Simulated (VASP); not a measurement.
Here is a VASP 6.6.1 calculation.

File POSCAR:

```
CdSe
1.0
    0.0000000000      3.0287759606      3.0287759606
    3.0287759606      0.0000000000      3.0287759606
    3.0287759606      3.0287759606      0.0000000000
Cd Se
1 1
Direct
    0.0000000000      0.0000000000      0.0000000000
    0.2500000000      0.2500000000      0.2500000000
```

File INCAR.step1:

```
SYSTEM = CdSe
  PREC = Accurate
  ENCUT = 520
  ISMEAR = -1
  SIGMA = 0.05
  LREAL = .FALSE.
  LASPH = .TRUE.
  NELM = 60
  NBANDS = 16
  GGA = PE
  ALGO = Normal
  EDIFF = 1E-4
  LWAVE = .TRUE.
  LCHARG = .FALSE.
```

File INCAR.step2:

```
SYSTEM = CdSe
  PREC = Accurate
  ENCUT = 520
  EDIFF = 1E-7
  ISMEAR = -1
  SIGMA = 0.05
  LREAL = .FALSE.
  LASPH = .TRUE.
  NELM = 60
  ALGO = Normal
  ISIF = 2
  LWAVE = .FALSE.
  LCHARG = .FALSE.
  METAGGA = R2SCAN
  LMIXTAU = .TRUE.
  LUSE_VDW = .TRUE.
  IVDW_NL = 2
  BPARAM = 11.95
  CPARAM = 0.0093
  NBANDS = 16
  ISTART = 1
```

Contents of KPOINTS:

```
Automatic mesh
0
G
  8 8 8
  0 0 0
```

Potentials or basis: VASP PAW PBE potentials, release 64 (Cd, Se).

Command:

```console
$ cat potpaw_PBE.64/Cd/POTCAR potpaw_PBE.64/Se/POTCAR > POTCAR
$ cp INCAR.step1 INCAR
$ mpirun -np 1 vasp_std > vasp.out
$ cp INCAR.step2 INCAR
$ mpirun -np 1 vasp_std > vasp.out
```

What does it give for the pressure?

1.6 GPa.

What does it give for the band gap on the k mesh?

1.06 eV, direct.

Caveat: the PAW data sets were made with another functional, which shifts forces and pressure a little. r2SCAN opens gaps a little over a GGA but as a rule still falls short of measured ones.
